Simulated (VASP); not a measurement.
# Mg (R-3m) in VASP: further runs

Runs on Mg. Level: PBEsol. Tasks: single point, relaxation of cell and atoms.

Program: VASP 6.6.1. These are calculated values, not measurements. Logs are shortened: lines on timing, memory, paths and dates and some standing lists are left out, and cuts for length are marked.

### Step 1. The cell of the first run

Symmetry: R-3m, No. 166, trigonal system. The conventional cell has a = 3.260 Å, b = 3.260 Å, c = 14.897 Å, α = 90.00°, β = 90.00°, γ = 120.00°. Within 4.1 Å of Mg (site symmetry 3m) lie 12 Mg at 3.11 to 3.26 Å.

### Step 2. Single point, PBEsol

The input, INCAR:

```
SYSTEM = Mg
PREC     = Accurate       ! precision mode
ENCUT    = 520            ! plane-wave cutoff, eV
EDIFF    = 1E-6           ! SCF threshold, eV
ISMEAR   = 0              ! smearing method
SIGMA    = 0.1            ! smearing width, eV
LREAL    = .FALSE.        ! projectors in reciprocal space
LASPH    = .TRUE.         ! aspherical terms in the spheres
NELM     = 100            ! most SCF steps
ALGO     = Normal         ! electronic algorithm
ISIF     = 2              ! what is computed and relaxed
LWAVE    = .FALSE.        ! write WAVECAR
LCHARG   = .TRUE.         ! write CHGCAR
GGA      = PS             ! functional
LELF     = .TRUE.         ! ELF
LVHAR    = .TRUE.       
NBANDS   = 9              ! bands
```

The input, KPOINTS:

```
regular mesh
0
G
  6 6 6
  0 0 0
```

The input, POSCAR:

```
Mg
1.0
    1.6297736211      0.9409502389      4.9657769233
   -1.6297736211      0.9409502389      4.9657769233
    0.0000000000     -1.8819004777      4.9657769233
Mg
2
Direct
    0.2498251793      0.2498251793      0.2498251793
    0.7501748207      0.7501748207      0.7501748207
```

Potentials or basis: VASP PAW PBE potentials, release 64 (Mg).

The run is started by

```console
$ cat potpaw_PBE.64/Mg/POTCAR > POTCAR
$ mpirun -np 1 vasp_std > vasp.out
```

OUTCAR:

```text
SYSTEM = Mg
   PREC = Accurate
   ENCUT = 520
   EDIFF = 1E-6
   ISMEAR = 0
   LREAL = .FALSE.
   LASPH = .TRUE.
   NELM = 100
   ISIF = 2
   GGA = PS

 ion  position               nearest neighbor table
   1  0.250  0.250  0.250-   2 3.11   2 3.11   2 3.11   2 3.12   2 3.12   2 3.12
   2  0.750  0.750  0.750-   1 3.11   1 3.11   1 3.11   1 3.12   1 3.12   1 3.12

  LATTYP: Found a trigonal (rhomboedric) cell.
 ALAT       =     5.3104133417
 COS(alpha) =     0.8116229846

  Lattice vectors:

 A1 = (   1.6297736211,   0.9409502389,   4.9657769233)
 A2 = (  -1.6297736211,   0.9409502389,   4.9657769233)
 A3 = (   0.0000000000,  -1.8819004777,   4.9657769233)

Analysis of symmetry for initial positions (statically):
=====================================================================
 Subroutine PRICEL returns:
 Original cell was already a primitive cell.

 Routine SETGRP: Setting up the symmetry group for a
 trigonal (rhombohedral) supercell.

 Subroutine GETGRP returns: Found 12 space group operations
 (whereof 12 operations were pure point group operations)
 out of a pool of 12 trial point group operations.

The static configuration has the point symmetry D_3d.

Analysis of symmetry for dynamics (positions and initial velocities):
=====================================================================
 Subroutine PRICEL returns:
 Original cell was already a primitive cell.

 Routine SETGRP: Setting up the symmetry group for a
 trigonal (rhombohedral) supercell.

 Subroutine GETGRP returns: Found 12 space group operations
 (whereof 12 operations were pure point group operations)
 out of a pool of 12 trial point group operations.

The dynamic configuration has the point symmetry D_3d.

 Subroutine INISYM returns: Found 12 space group operations
 (whereof 12 operations are pure point group operations),
 and found     1 'primitive' translations

----------------------------------------------------------------------------------------

                                     Primitive cell

  volume of cell :      45.6912

  direct lattice vectors                    reciprocal lattice vectors
     1.629773621  0.940950239  4.965776923     0.306791074  0.177125909  0.067126119
    -1.629773621  0.940950239  4.965776923    -0.306791074  0.177125909  0.067126119
     0.000000000 -1.881900478  4.965776923     0.000000000 -0.354251819  0.067126119

  length of vectors
     5.310413342  5.310413342  5.310413342     0.360555498  0.360555498  0.360555498

  position of ions in fractional coordinates (direct lattice)
     0.249825179  0.249825179  0.249825179
     0.750174821  0.750174821  0.750174821

  ion indices of the primitive-cell ions
   primitive index   ion index
                 1           1
                 2           2

----------------------------------------------------------------------------------------

 KPOINTS: regular mesh

Automatic generation of k-mesh.
 Grid dimensions read from file:
 generate k-points for:    6    6    6

 Generating k-lattice:

  Cartesian coordinates                     Fractional coordinates (reciprocal lattice)
     0.051131846  0.029520985  0.011187687     0.166666667  0.000000000  0.000000000
    -0.051131846  0.029520985  0.011187687     0.000000000  0.166666667  0.000000000
     0.000000000 -0.059041970  0.011187687     0.000000000  0.000000000  0.166666667

  Length of vectors
     0.060092583  0.060092583  0.060092583

  Shift w.r.t. Gamma in fractional coordinates (k-lattice)
     0.000000000  0.000000000  0.000000000

 Subroutine IBZKPT returns following result:
 ===========================================

 Found     32 irreducible k-points:

 Following reciprocal coordinates:
            Coordinates               Weight
  0.000000  0.000000  0.000000      1.000000
  0.166667 -0.000000 -0.000000      6.000000
  0.333333 -0.000000 -0.000000      6.000000
  0.500000 -0.000000  0.000000      3.000000
  0.166667  0.166667 -0.000000      6.000000
  0.333333  0.166667  0.000000     12.000000
[... 16 lines left out ...]
  0.500000  0.500000  0.166667      6.000000
 -0.333333  0.500000  0.166667     12.000000
 [... further k-points ...]
   k-points           NKPTS =     32   k-points in BZ     NKDIM =     32   number of bands    NBANDS=      9
   number of dos      NEDOS =    301   number of ions     NIONS =      2
   total plane-waves  NPLWV =  64000
   dimension x,y,z NGX =    40 NGY =   40 NGZ =   40
   dimension x,y,z NGXF=    80 NGYF=   80 NGZF=   80
   ions per type =               2
   NGX,Y,Z   is equivalent  to a cutoff of  12.52, 12.52, 12.52 a.u.
   NGXF,Y,Z  is equivalent  to a cutoff of  25.04, 25.04, 25.04 a.u.
 SYSTEM =  Mg
   PREC   = accura    normal or accurate (medium, high low for compatibility)
   ISTART =      0    job   : 0-new  1-cont  2-samecut
   ICHARG =      2    charge: 1-file 2-atom 10-const
   ISPIN  =      1    spin polarized calculation?
   LNONCOLLINEAR =      F non collinear calculations
   LSORBIT =      F    spin-orbit coupling
   LASPH  =      T    aspherical Exc in radial PAW
   ENCUT  =  520.0 eV  38.22 Ry    6.18 a.u.   9.87  9.87  9.87*2*pi/ulx,y,z
   NELM   =    100;   NELMIN=  2; NELMDL= -5     # of ELM steps
   EDIFF  = 0.1E-05   stopping-criterion for ELM
   LREAL  =      F    real-space projection
   EDIFFG = 0.1E-04   stopping-criterion for IOM
   NSW    =      0    number of steps for IOM
   IBRION =     -1    ionic relax: 0-MD 1-quasi-New 2-CG
   NFREE  =      0    steps in history (QN), initial steepest desc. (CG)
   ISIF   =      2    stress and relaxation
   ISYM   =      2    0-nonsym 1-usesym 2-fastsym
   POTIM  = 0.5000    time-step for ionic-motion
   TEBEG  =    0.0;   TEEND  =   0.0 temperature during run
   PSTRESS=    0.0 pullay stress
   NELECT =       4.0000    total number of electrons
   NUPDOWN=      -1.0000    fix difference up-down
   EMIN   =  10.00;   EMAX   =-10.00  energy-range for DOS
   EFERMI =   0.00;   METHOD = LEGACY
   ISMEAR =     0;   SIGMA  =   0.10  broadening in eV -4-tet -1-fermi 0-gaus
   EFERMI_NEDOS =   21; number of points for ismear=-14 and -15
   IALGO  =     38    algorithm
   IMIX   =      4    mixing-type and parameters
     AMIX     =   0.40;   BMIX     =  1.00
     AMIX_MAG =   1.60;   BMIX_MAG =  1.00
  volume/ion in A,a.u.               =      22.85       154.17
  Fermi-wavevector in a.u.,A,eV,Ry     =   0.726916  1.373671  7.189405  0.528406
  Thomas-Fermi vector in A             =   1.818009
   LORBIT       =      0    0 simple, 1 ext, 2 COOP (PROOUT), +10 PAW based schemes
   GGA     = PS    functional components
   LHFCALC =     F    Hartree Fock is set to
   AEXX    =    0.0000 exact exchange contribution
   IVDW    =     0    specifies the selected vdW correction
   LEPSILON=     F    determine dielectric tensor
   LRPA    =     F    only Hartree local field effects (RPA)
 non-spin polarized calculation
 Gauss-broadening in eV      SIGMA  =   0.10
  energy-cutoff  :      520.00
  volume of cell :       45.69
 maximum number of plane-waves:      1248
   NGX = 19   NGY = 19   NGZ = 19

 number of electron       4.0000000 magnetization

 Free energy of the ion-electron system (eV)
  ---------------------------------------------------
  ext. energy  EPLUGINS =         0.00000000
  ---------------------------------------------------
  free energy    TOTEN  =        -3.34013813 eV

  energy without entropy =       -3.33214234  energy(sigma->0) =       -3.33614024

 E-fermi :   2.6110     XC(G=0):  -8.5490

 val. band max:        2.5920256429   @ k =  -0.3333   0.5000   0.1667
 cond. band min:       2.6117304471   @ k =  -0.3333   0.3333   0.0000
 fundamental gap:      0.0197048042
 Fermi energy:         2.6109717446

 k-point     1 :       0.0000    0.0000    0.0000
  band No.  band energies     occupation
      1      -4.3352      2.00000
      2       1.2726      2.00000
      3       1.9779      2.00000
      4      13.2246      0.00000
      5      13.2246      0.00000
      6      13.8180      0.00000
      7      13.8180      0.00000
      8      14.3765      0.00000
      9      14.3765      0.00000

 k-point     2 :       0.1667   -0.0000   -0.0000
  band No.  band energies     occupation
      1      -3.7916      2.00000
      2       1.3948      2.00000
      3       2.8605      0.00042
      4       8.7261      0.00000
      5      10.7948      0.00000
      6      11.4576      0.00000
      7      12.5359      0.00000
      8      12.8535      0.00000
      9      13.9096      0.00000

 k-point     3 :       0.3333   -0.0000   -0.0000
  band No.  band energies     occupation
      1      -2.1791      2.00000
      2       2.3115      1.99998
      3       3.8100      0.00000
      4       5.4215      0.00000
      5       7.0908      0.00000
      6      10.3555      0.00000
      7      10.9057      0.00000
      8      11.6762      0.00000
      9      11.7266      0.00000

 k-point     4 :       0.5000   -0.0000    0.0000
  band No.  band energies     occupation
      1       0.4447      2.00000
      2       0.4452      2.00000
      3       4.2411      0.00000
      4       4.2452      0.00000
      5       8.2271      0.00000
      6       8.2277      0.00000
      7      10.1618      0.00000
      8      10.1814      0.00000
      9      11.5266      0.00000
[... 205 lines left out ...]
 k-point    22 :      -0.1667    0.3333    0.1667
  band No.  band energies     occupation
      1      -0.6481      2.00000
      2       3.0933      0.00000
      3       4.0367      0.00000
      4       4.1667      0.00000
      5       5.2542      0.00000
      6       7.1269      0.00000
      7       8.8000      0.00000
      8      13.4239      0.00000
      9      14.1793      0.00000

 k-point    23 :       0.5000    0.5000    0.1667
  band No.  band energies     occupation
      1      -1.3527      2.00000
      2      -0.0505      2.00000
      3       4.2159      0.00000
      4       6.7882      0.00000
      5       8.3646      0.00000
      6       9.3498      0.00000
      7      10.6217      0.00000
      8      12.5962      0.00000
      9      13.8017      0.00000

 k-point    24 :      -0.3333    0.5000    0.1667
  band No.  band energies     occupation
      1       0.4278      2.00000
      2       1.0619      2.00000
      3       2.5920      1.21125
      4       5.1748      0.00000
      5       5.9746      0.00000
      6       9.7285      0.00000
      7      10.7610      0.00000
      8      11.4707      0.00000
      9      12.2100      0.00000

 [... further k-points ...]

------------------------ aborting loop because EDIFF is reached ----------------------------------------

  FORCE on cell =-STRESS in cart. coord.  units (eV):
  Direction    XX          YY          ZZ          XY          YZ          ZX
  --------------------------------------------------------------------------------------
  -------------------------------------------------------------------------------------
  Total       -0.0324527     -0.0324527     -0.0109969      0.0000000     -0.0000000     -0.0000000
  in kB       -1.1379645     -1.1379645     -0.3856102      0.0000000     -0.0000000     -0.0000000
  external PRESSURE =      -0.8871797 kB  Pullay stress =       0.0000000 kB

 VOLUME and BASIS-vectors are now :
 -----------------------------------------------------------------------------
  energy-cutoff  :      520.00
  volume of cell :       45.69
      direct lattice vectors                 reciprocal lattice vectors
     1.629773621  0.940950239  4.965776923     0.306791074  0.177125909  0.067126119
    -1.629773621  0.940950239  4.965776923    -0.306791074  0.177125909  0.067126119
     0.000000000 -1.881900478  4.965776923     0.000000000 -0.354251819  0.067126119

 POSITION                                       TOTAL-FORCE (eV/Angst)
 -----------------------------------------------------------------------------------
      0.00000      0.00000      3.72173         0.000000      0.000000      0.018461
      0.00000      0.00000     11.17560         0.000000     -0.000000     -0.018461
 -----------------------------------------------------------------------------------
    total drift:                               -0.000000     -0.000000     -0.000000

  FREE ENERGIE OF THE ION-ELECTRON SYSTEM (eV)
  ---------------------------------------------------
  free  energy   TOTEN  =        -3.3401381347 eV

  energy  without entropy=       -3.3321423405  energy(sigma->0) =       -3.33614024
```

Run time: 16 s. Hardware: 1 thread of Intel Xeon Platinum 8488C (Sapphire Rapids), shared host; peak memory 0.23 GiB.

Results:

```
Free energy            : -3.3401 eV
Pressure               : -0.1 GPa
Largest force          : 0.018 eV/Å
Band gap on the k mesh : zero (band 2 reaches 3.09 eV, above the bottom of band 3 at 1.77 eV)
```

Forces on the atoms (eV/Å):
```
Mg   0.000  0.000  0.018
Mg   0.000  0.000 -0.018
```

Caveat: the k points lie up to 0.38 Å⁻¹ apart; the PAW data sets were made with another functional, which shifts forces and pressure a little.

### Step 3. Relaxation of cell and atoms, PBEsol

This run uses another cell than the first one, of 23.41 Å³/atom, 1.025 times its volume.

The input, INCAR:

```
  PREC = Accurate
  ENCUT = 600
  EDIFF = 1E-7
  ISMEAR = 0
  SIGMA = 0.1
  LREAL = False
  LASPH = True
  NELM = 60
  ALGO = Fast
  ISIF = 3
  LWAVE = False
  LCHARG = False
  GGA = PS
  IBRION = 2
  NSW = 90
  EDIFFG = -0.04
```

The input, KPOINTS:

```
regular mesh
0
Gamma
  6 6 6
```

The input, POSCAR:

```
Mg
1.0
    1.9389347649      1.1194445085      3.5955220567
   -1.9389347649      1.1194445085      3.5955220567
    0.0000000000     -2.2388890169      3.5955220567
Mg
2
Direct
    0.2275400000      0.2275400000      0.2275400000
    0.7724600000      0.7724600000      0.7724600000
```

Potentials or basis: VASP PAW PBE potentials, release 64 (Mg).

The run is started by

```console
$ cat potpaw_PBE.64/Mg/POTCAR > POTCAR
$ mpirun -np 1 vasp_std > vasp.out
```

Wall time 2.2 min (1 thread of Intel Xeon Platinum 8488C (Sapphire Rapids), shared host); peak memory 0.21 GiB.

Results (log left out):

```
Free energy                            : -3.3844 eV
Relaxed volume                         : 22.78 Å³/atom
Relaxed cell                           : a = 5.761 Å, b = 5.761 Å, c = 5.761 Å, α = 31.22°, β = 31.22°, γ = 31.22°
Space group after relaxing (to 0.05 Å) : R-3m (No. 166)
Energy gained by relaxing              : 631.1 meV/atom
Ionic steps                            : 22
Pressure after relaxing                : 0.0 GPa
Largest force after relaxing           : 0.021 eV/Å
Band gap on the k mesh                 : zero (band 2 reaches 3.10 eV, above the bottom of band 3 at 0.63 eV)
```

Forces on the atoms (eV/Å):
```
Mg   0.000  0.000  0.021
Mg   0.000  0.000 -0.021
```

Stress tensor (GPa, compression positive):
```
-0.06  0.00  0.00
 0.00 -0.06  0.00
 0.00  0.00  0.04
```

The path:
```tsv
step	energy change (eV)	largest force (eV/Å)	pressure (GPa)	volume (Å³)
1	0.0000	1.9586	7.08	46.83
2	-0.4359	0.9060	0.43	54.19
3	-0.4951	0.5222	-1.59	58.31
4	-0.4964	0.4799	-1.80	58.87
5	-0.5932	0.3531	-1.66	56.86
6	-0.7494	0.0235	-0.94	53.10
7	-0.7224	1.4723	4.02	45.57
8	-0.7985	0.5298	0.59	49.74
9	-0.9085	0.6541	0.42	48.81
10	-1.1155	0.8659	1.32	44.92
11	-1.1197	0.8593	1.02	45.42
12	-1.2023	0.3330	-1.01	46.70
13	-1.2221	0.0410	-1.89	47.52
14	-1.2448	0.1669	0.45	44.57
15	-1.2448	0.1546	0.30	44.73
16	-1.2536	0.1398	1.28	44.09
17	-1.2538	0.1426	1.15	44.19
18	-1.2590	0.0527	-0.08	45.79
19	-1.2602	0.0766	0.26	45.31
20	-1.2617	0.0387	-0.22	45.80
21	-1.2618	0.0456	-0.14	45.71
22	-1.2621	0.0206	-0.03	45.57
```

Final structure:
```
Mg
1.0
     1.54996    0.89487    5.47554
    -1.54996    0.89487    5.47554
     0.00000   -1.78973    5.47554
Mg
2
Direct
  0.24978 0.24978 0.24978
  0.75022 0.75022 0.75022
```

Levels at points of the mesh, in eV from the Fermi level:
| k point | band 1 | band 2 | band 3 | band 4 | band 5 | band 6 |
| --- | --- | --- | --- | --- | --- | --- |
| (0.00, 0.00, 0.00) | -6.89 | -2.02 | -1.93 | 11.03 | 12.13 | 12.13 |
| (0.50, 0.00, 0.00) | -1.68 | -1.68 | 1.53 | 1.53 | 4.72 | 4.72 |
| (0.50, 0.50, 0.00) | -1.52 | -0.97 | -0.15 | 0.89 | 6.07 | 6.33 |
| (0.50, 0.50, 0.50) | -5.65 | -5.63 | 3.89 | 3.90 | 12.20 | 12.20 |

Caveat: the PAW data sets were made with another functional, which shifts forces and pressure a little.
